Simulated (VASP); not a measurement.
# Te2Pt (P-3m1) in VASP: single point with PBE

Aim: the single point of Te2Pt with PBE.

All numbers are computed with VASP 6.6.1; they aren't measurements. Logs are shortened: lines on timing, memory, paths and dates and some standing lists are left out, and cuts for length are marked.

### 1 The cell of the first run

The structure is trigonal, space group P-3m1 (No. 164). The conventional cell has a = 4.199 Å, b = 4.199 Å, c = 5.534 Å, α = 90.00°, β = 90.00°, γ = 120.00°. Within 3.7 Å of Te (site symmetry 3m) lie 3 Pt at 2.80 Å and 3 Te at 3.66 Å. Pt (site symmetry -3m) has 6 Te at 2.80 Å within 3.7 Å.

### 2 Single point, PBE, collinear spin, ferromagnetic start

INCAR reads:

```
SYSTEM = Te2Pt
  PREC = Accurate
  ENCUT = 500
  EDIFF = 1E-6
  ISMEAR = 0
  SIGMA = 0.15
  LREAL = .False.
  LASPH = .True.
  NELM = 200
  ALGO = Normal
  ISIF = 2
  LWAVE = .False.
  LCHARG = .False.
  ISPIN = 2
  MAGMOM = 0 0 0.5
  LORBIT = 11
  NUPDOWN = 0.5
  LMAXMIX = 4
  GGA = PE
  NBANDS = 22
  GGA_COMPAT = .False.
```

KPOINTS reads:

```
regular mesh
0
Gamma
  12 12 8
  0 0 0
```

POSCAR reads:

```
Te2Pt
1.0
    4.1991571964      0.0000000000      0.0000000000
   -2.0995785982      3.6365768066      0.0000000000
    0.0000000000      0.0000000000      5.5341790286
Te Pt
2 1
Direct
    0.3333333333      0.6666666667      0.2528728645
    0.6666666667      0.3333333333      0.7471271355
    0.0000000000      0.0000000000      0.0000000000
```

Potentials or basis: VASP PAW PBE potentials, release 64 (Te, Pt).

Started as:

```console
$ cat potpaw_PBE.64/Te/POTCAR potpaw_PBE.64/Pt/POTCAR > POTCAR
$ mpirun -np 1 vasp_std > vasp.out
```

OUTCAR:

```text
SYSTEM = Te2Pt
   PREC = Accurate
   ENCUT = 500
   EDIFF = 1E-6
   ISMEAR = 0
   LREAL = .False.
   LASPH = .True.
   NELM = 200
   ISIF = 2
   ISPIN = 2
   LORBIT = 11
   NUPDOWN = 0.5
   GGA = PE

 ion  position               nearest neighbor table
   1  0.333  0.667  0.253-   3 2.80   3 2.80   3 2.80   2 3.66   2 3.66   2 3.66
   2  0.667  0.333  0.747-   3 2.80   3 2.80   3 2.80   1 3.66   1 3.66   1 3.66
   3  0.000  0.000  0.000-   1 2.80   2 2.80   2 2.80   1 2.80   2 2.80   1 2.80

  LATTYP: Found a hexagonal cell.
 ALAT       =     4.1991571964
 C/A-ratio  =     1.3179261385

  Lattice vectors:

 A1 = (   4.1991571964,   0.0000000000,   0.0000000000)
 A2 = (  -2.0995785982,   3.6365768066,   0.0000000000)
 A3 = (   0.0000000000,   0.0000000000,   5.5341790286)

Analysis of symmetry for initial positions (statically):
=====================================================================
 Subroutine PRICEL returns:
 Original cell was already a primitive cell.

 Routine SETGRP: Setting up the symmetry group for a
 hexagonal supercell.

 Subroutine GETGRP returns: Found 12 space group operations
 (whereof 12 operations were pure point group operations)
 out of a pool of 24 trial point group operations.

The static configuration has the point symmetry D_3d.

Analysis of symmetry for dynamics (positions and initial velocities):
=====================================================================
 Subroutine PRICEL returns:
 Original cell was already a primitive cell.

 Routine SETGRP: Setting up the symmetry group for a
 hexagonal supercell.

 Subroutine GETGRP returns: Found 12 space group operations
 (whereof 12 operations were pure point group operations)
 out of a pool of 24 trial point group operations.

The dynamic configuration has the point symmetry D_3d.

Analysis of structural, dynamic, and magnetic symmetry:
=====================================================================
 Subroutine PRICEL returns:
 Original cell was already a primitive cell.

 Routine SETGRP: Setting up the symmetry group for a
 hexagonal supercell.

 Subroutine GETGRP returns: Found 12 space group operations
 (whereof 12 operations were pure point group operations)
 out of a pool of 24 trial point group operations.

The overall configuration has the point symmetry D_3d.

 Subroutine INISYM returns: Found 12 space group operations
 (whereof 12 operations are pure point group operations),
 and found     1 'primitive' translations

----------------------------------------------------------------------------------------

                                     Primitive cell

  volume of cell :      84.5100

  direct lattice vectors                    reciprocal lattice vectors
     4.199157196  0.000000000  0.000000000     0.238143026  0.137491940  0.000000000
    -2.099578598  3.636576807  0.000000000     0.000000000  0.274983880  0.000000000
     0.000000000  0.000000000  5.534179029     0.000000000  0.000000000  0.180695275

  length of vectors
     4.199157196  4.199157196  5.534179029     0.274983880  0.274983880  0.180695275

  position of ions in fractional coordinates (direct lattice)
     0.333333333  0.666666667  0.252872864
     0.666666667  0.333333333  0.747127136
     0.000000000  0.000000000  0.000000000

  ion indices of the primitive-cell ions
   primitive index   ion index
                 1           1
                 2           2
                 3           3

----------------------------------------------------------------------------------------

 KPOINTS: regular mesh

Automatic generation of k-mesh.
 Grid dimensions read from file:
 generate k-points for:   12   12    8

 Generating k-lattice:

  Cartesian coordinates                     Fractional coordinates (reciprocal lattice)
     0.019845252  0.011457662  0.000000000     0.083333333  0.000000000  0.000000000
     0.000000000  0.022915323  0.000000000     0.000000000  0.083333333  0.000000000
     0.000000000  0.000000000  0.022586909     0.000000000  0.000000000  0.125000000

  Length of vectors
     0.022915323  0.022915323  0.022586909

  Shift w.r.t. Gamma in fractional coordinates (k-lattice)
     0.000000000  0.000000000  0.000000000

 Subroutine IBZKPT returns following result:
 ===========================================

 Found    131 irreducible k-points:

 Following reciprocal coordinates:
            Coordinates               Weight
  0.000000  0.000000  0.000000      1.000000
  0.083333  0.000000  0.000000      6.000000
  0.166667  0.000000  0.000000      6.000000
  0.250000  0.000000  0.000000      6.000000
  0.333333  0.000000  0.000000      6.000000
  0.416667  0.000000  0.000000      6.000000
[... 16 lines left out ...]
  0.166667  0.000000  0.125000      6.000000
  0.000000  0.166667  0.125000      6.000000
 [... further k-points ...]
   k-points           NKPTS =    131   k-points in BZ     NKDIM =    131   number of bands    NBANDS=     22
   number of dos      NEDOS =    301   number of ions     NIONS =      3
   total plane-waves  NPLWV =  40960
   dimension x,y,z NGX =    32 NGY =   32 NGZ =   40
   dimension x,y,z NGXF=    64 NGYF=   64 NGZF=   80
   ions per type =               2   1
   NGX,Y,Z   is equivalent  to a cutoff of  12.67, 12.67, 12.02 a.u.
   NGXF,Y,Z  is equivalent  to a cutoff of  25.34, 25.34, 24.03 a.u.
 SYSTEM =  Te2Pt
   PREC   = accura    normal or accurate (medium, high low for compatibility)
   ISTART =      0    job   : 0-new  1-cont  2-samecut
   ICHARG =      2    charge: 1-file 2-atom 10-const
   ISPIN  =      2    spin polarized calculation?
   LNONCOLLINEAR =      F non collinear calculations
   LSORBIT =      F    spin-orbit coupling
   LASPH  =      T    aspherical Exc in radial PAW
   ENCUT  =  500.0 eV  36.75 Ry    6.06 a.u.   7.66  7.66 10.09*2*pi/ulx,y,z
   NELM   =    200;   NELMIN=  2; NELMDL= -5     # of ELM steps
   EDIFF  = 0.1E-05   stopping-criterion for ELM
   LREAL  =      F    real-space projection
   EDIFFG = 0.1E-04   stopping-criterion for IOM
   NSW    =      0    number of steps for IOM
   IBRION =     -1    ionic relax: 0-MD 1-quasi-New 2-CG
   NFREE  =      0    steps in history (QN), initial steepest desc. (CG)
   ISIF   =      2    stress and relaxation
   ISYM   =      2    0-nonsym 1-usesym 2-fastsym
   POTIM  = 0.5000    time-step for ionic-motion
   TEBEG  =    0.0;   TEEND  =   0.0 temperature during run
   PSTRESS=    0.0 pullay stress
   NELECT =      22.0000    total number of electrons
   NUPDOWN=       0.5000    fix difference up-down
   EMIN   =  10.00;   EMAX   =-10.00  energy-range for DOS
   EFERMI =   0.00;   METHOD = LEGACY
   ISMEAR =     0;   SIGMA  =   0.15  broadening in eV -4-tet -1-fermi 0-gaus
   EFERMI_NEDOS =   21; number of points for ismear=-14 and -15
   IALGO  =     38    algorithm
   IMIX   =      4    mixing-type and parameters
     AMIX     =   0.40;   BMIX     =  1.00
     AMIX_MAG =   1.60;   BMIX_MAG =  1.00
  volume/ion in A,a.u.               =      28.17       190.10
  Fermi-wavevector in a.u.,A,eV,Ry     =   1.045313  1.975355 14.866804  1.092679
  Thomas-Fermi vector in A             =   2.180103
   LORBIT       =     11    0 simple, 1 ext, 2 COOP (PROOUT), +10 PAW based schemes
   GGA     = PE    functional components
   LHFCALC =     F    Hartree Fock is set to
   AEXX    =    0.0000 exact exchange contribution
   IVDW    =     0    specifies the selected vdW correction
   LEPSILON=     F    determine dielectric tensor
   LRPA    =     F    only Hartree local field effects (RPA)
 spin polarized calculation
 Gauss-broadening in eV      SIGMA  =   0.15
  energy-cutoff  :      500.00
  volume of cell :       84.51
 maximum number of plane-waves:      2187
 NGX is ok and might be reduce to    32
   NGX = 15   NGY = 15   NGZ = 21

 number of electron      22.0000002 magnetization       0.5000000

 Free energy of the ion-electron system (eV)
  ---------------------------------------------------
  ext. energy  EPLUGINS =         0.00000000
  ---------------------------------------------------
  free energy    TOTEN  =       -13.35334249 eV

  energy without entropy =      -13.33883046  energy(sigma->0) =      -13.34608648

 E-fermi :   6.2137     XC(G=0):  -9.8430

 val. band max:        6.9348343354   @ k =   0.0833   0.0833   0.0000
 cond. band min:       6.2200594536   @ k =   0.0000   0.0000   0.1250
 fundamental gap:     -0.7147748818
 Fermi energy:         6.9400383479

 spin component 1

 k-point     1 :       0.0000    0.0000    0.0000
  band No.  band energies     occupation
      1      -6.3256      1.00000
      2      -3.8208      1.00000
      3       0.9112      1.00000
      4       1.7745      1.00000
      5       1.7745      1.00000
      6       3.5370      1.00000
[... 14 lines left out ...]
     21      16.2076      0.00000
     22      16.2076      0.00000
[... 552 lines left out ...]
  band No.  band energies     occupation
      1      -6.0321      1.00000
      2      -4.0212      1.00000
      3       1.2178      1.00000
      4       1.8798      1.00000
      5       2.0799      1.00000
      6       3.1344      1.00000
[... 14 lines left out ...]
     21      16.1549      0.00000
     22      16.9656      0.00000

 [... further k-points ...]

 spin component 2

 k-point     1 :       0.0000    0.0000    0.0000
  band No.  band energies     occupation
      1      -6.2191      1.00000
      2      -3.7091      1.00000
      3       1.0246      1.00000
      4       1.8801      1.00000
      5       1.8801      1.00000
      6       3.6094      1.00000
[... 14 lines left out ...]
     21      16.3233      0.00000
     22      16.3233      0.00000
[... 552 lines left out ...]
  band No.  band energies     occupation
      1      -5.9247      1.00000
      2      -3.9083      1.00000
      3       1.3289      1.00000
      4       1.9890      1.00000
      5       2.1790      1.00000
      6       3.2207      1.00000
[... 14 lines left out ...]
     21      16.2689      0.00000
     22      17.0807      0.00000

 [... further k-points ...]
[... 5 lines left out ...]
  --------------------------------------------------------------------------------------
  -------------------------------------------------------------------------------------
  Total       -3.5071834     -3.5071834     -2.4776995      0.0000000     -0.0000000     -0.0000000
  in kB      -66.4907086    -66.4907086    -46.9733038      0.0000000     -0.0000000     -0.0000000
  external PRESSURE =     -59.9849070 kB  Pullay stress =       0.0000000 kB

 VOLUME and BASIS-vectors are now :
 -----------------------------------------------------------------------------
  energy-cutoff  :      500.00
  volume of cell :       84.51
      direct lattice vectors                 reciprocal lattice vectors
     4.199157196  0.000000000  0.000000000     0.238143026  0.137491940  0.000000000
    -2.099578598  3.636576807  0.000000000     0.000000000  0.274983880  0.000000000
     0.000000000  0.000000000  5.534179029     0.000000000  0.000000000  0.180695275

 POSITION                                       TOTAL-FORCE (eV/Angst)
 -----------------------------------------------------------------------------------
     -0.00000      2.42438      1.39944         0.000000     -0.000000     -0.567583
      2.09958      1.21219      4.13474        -0.000000      0.000000      0.567583
      0.00000      0.00000      0.00000         0.000000      0.000000      0.000000
 -----------------------------------------------------------------------------------
    total drift:                                0.000000     -0.000000      0.000000

  FREE ENERGIE OF THE ION-ELECTRON SYSTEM (eV)
  ---------------------------------------------------
  free  energy   TOTEN  =       -13.3533424932 eV

  energy  without entropy=      -13.3388304601  energy(sigma->0) =      -13.34608648

 total charge

# of ion       s       p       d       tot
------------------------------------------
    1        1.401   1.808   0.049   3.259
    2        1.401   1.808   0.049   3.259
    3        0.620   0.503   8.032   9.155
--------------------------------------------------
tot          3.422   4.120   8.131  15.673

 magnetization (x)

# of ion       s       p       d       tot
------------------------------------------
    1        0.010   0.087   0.003   0.099
    2        0.010   0.087   0.003   0.099
    3        0.001   0.012   0.129   0.142
--------------------------------------------------
tot          0.021   0.185   0.134   0.340
```

Wall time 2.1 min (1 thread of Intel Xeon 6975P-C (Granite Rapids), shared host); peak memory 0.47 GiB.

Results:

| Property | Result |
| --- | --- |
| Free energy | -13.3533 eV |
| Pressure | -6.0 GPa |
| Largest force | 0.568 eV/Å |
| Net moment | 0.50 μB per cell |
| Site moments | Te +0.10; Pt +0.14 μB |
| Valence electrons inside the program's atomic spheres | Te 3.26; Pt 9.15 |

Forces on the atoms (eV/Å):
```
Te   0.000  0.000 -0.568
Te   0.000  0.000  0.568
Pt   0.000  0.000  0.000
```

Caveat: spin-orbit coupling is left out, which moves the levels of the heavy elements; the total moment is fixed, so each spin has its own Fermi level.
